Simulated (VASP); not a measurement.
## Si7PdC8: single point with PBEsol+U

The system is Si7PdC8.

```
CELL_PARAMETERS angstrom
0.00000 4.35800 4.35800
4.35800 0.00000 4.35800
4.35800 4.35800 0.00000
ATOMIC_POSITIONS crystal
Pd 0.99851 0.00148 0.00013
Si 0.99598 0.99940 0.50237
Si 0.99602 0.50396 0.99776
Si 0.99602 0.50395 0.50237
Si 0.50062 0.99942 0.99774
Si 0.50059 0.99944 0.50229
Si 0.50064 0.50396 0.99774
Si 0.49829 0.50171 0.50005
C 0.13313 0.13652 0.13489
C 0.13306 0.13648 0.59570
C 0.13319 0.59708 0.13491
C 0.12399 0.62646 0.62483
C 0.59405 0.13647 0.13475
C 0.62304 0.12741 0.62481
C 0.62307 0.62647 0.12574
C 0.62307 0.62649 0.62480
```

```yaml
Program: VASP 6.6.1
Task: single point
Functional: PBEsol
Potentials_or_basis: VASP PAW PBE potentials, release 64 (Pd, Si, C)
Cutoff: 520 eV
k_mesh: 3 × 3 × 3
Occupations: gaussian, width 0.05 eV
Spin: collinear spin
Starting_moments: "[0.81, 0.03, 0.03, 0.03, 0.03, 0.03, 0.03, 0.01, 0.37, 0.37, 0.37, 0.08, 0.37, 0.08, 0.08, 0.08] μB"
Fixed_moment: 4.4 μB
Hubbard_terms: Pd d U = 2.0 eV
```

```
Pressure                                              : 8.2 GPa
Largest force                                         : 0.506 eV/Å
Net moment                                            : 4.40 μB per cell
Site moments                                          : Pd +1.16; Si +0.03, +0.01 (each value once); C +0.31, +0.06 (each value once) μB
Valence electrons inside the program's atomic spheres : Pd 10.04; Si 1.69, 1.68 (each value once); C 2.50, 2.53 (each value once)
```

Forces in eV/Å, atoms in the order of the input:
```
Pd  -0.001 -0.003  0.002
Si  -0.001  0.001  0.337
Si   0.002  0.334  0.000
Si  -0.336 -0.003  0.000
Si   0.337  0.002 -0.001
Si  -0.002 -0.338 -0.001
Si   0.000  0.000 -0.334
Si  -0.001  0.000  0.002
C   -0.299 -0.280 -0.293
C    0.280  0.300 -0.289
C    0.290 -0.288  0.297
C   -0.022  0.022  0.030
C   -0.297  0.301  0.278
C    0.036 -0.036  0.030
C    0.036  0.024 -0.029
C   -0.023 -0.036 -0.029
```

Eigenvalues of the final occupation matrices:
```csv
site,spin,trace,eigenvalues
site 1 d,1,4.76,0.95 0.95 0.95 0.96 0.96
site 1 d,2,3.92,0.75 0.75 0.75 0.83 0.83
```

It took 4.9 min on 1 thread of AMD EPYC 9R45 96-Core Processor (Zen 5) (shared host), peak memory 0.46 GiB.

Caveat: the k points lie up to 0.42 Å⁻¹ apart; the moment is held away from its start; the PAW data sets were made with another functional, which shifts forces and pressure a little; the total moment is fixed, so each spin has its own Fermi level; the U is typed as a test and isn't derived for this compound.
